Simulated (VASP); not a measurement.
## Al2O3: single point with PBEsol

Crystal: Al2O3.

```
Al O
1.0
     2.44217    1.40999    4.14273
    -2.44217    1.40999    4.14273
     0.00000   -2.81997    4.14273
Al O
4 6
Direct
  0.84435 0.84435 0.84435
  0.65565 0.65565 0.65565
  0.15565 0.15565 0.15565
  0.34435 0.34435 0.34435
  0.05586 0.44414 0.75000
  0.75000 0.05586 0.44414
  0.44414 0.75000 0.05586
  0.94414 0.55586 0.25000
  0.25000 0.94414 0.55586
  0.55586 0.25000 0.94414
```

This cell differs from its parent crystal: c/a of the conventional cell at fixed volume 2.5445.

```json
{"Program": "VASP 6.6.1", "Task": "single point", "Functional": "PBEsol", "Potentials or basis": "VASP PAW PBE potentials, release 64 (Al, O)", "Cutoff": "520 eV", "k mesh": "6 × 6 × 6", "Occupations": "gaussian, width 0.05 eV", "Spin": "no spin polarisation", "Dipole correction": "no", "Further INCAR settings": "ALGO = Normal; EDIFF = 1e-07; NBANDS = 35"}
```

```yaml
Pressure: 2.5 GPa
Largest_force: 2.961 eV/Å
Band_gap_on_the_k_mesh: 5.63 eV, direct
```

Forces in eV/Å, atoms in the order of the input:
```
Al   0.000  0.000  2.961
Al   0.000  0.000 -2.961
Al   0.000  0.000 -2.961
Al   0.000  0.000  2.961
O    0.110  0.000  0.000
O   -0.055  0.095  0.000
O   -0.055 -0.095  0.000
O   -0.110  0.000  0.000
O    0.055 -0.095  0.000
O    0.055  0.095  0.000
```

Stress tensor (GPa, compression positive):
```
-10.47   0.00   0.00
  0.00 -10.47   0.00
  0.00   0.00  28.55
```

Levels at points of the mesh, in eV from the valence-band top:
```tsv
k point	band 21	band 22	band 23	band 24	band 25	band 26	band 27	band 28
(0.00, 0.00, 0.00)	-0.79	-0.62	-0.62	0.00	5.63	7.90	10.56	10.69
(0.50, 0.00, 0.00)	-1.12	-1.12	-0.53	-0.53	8.78	8.78	9.32	9.32
(0.50, 0.50, 0.00)	-1.36	-1.25	-0.99	-0.39	8.55	9.20	9.28	9.80
(0.50, 0.50, 0.50)	-0.93	-0.93	-0.93	-0.93	7.83	7.83	11.11	11.11
```

Run time: 69 s on 1 thread of AMD EPYC 9R45 96-Core Processor (Zen 5), with other jobs on the host, peak memory 0.24 GiB.

Caveat: the PAW data sets were made with another functional, which shifts forces and pressure a little. A k mesh can miss the band edges.
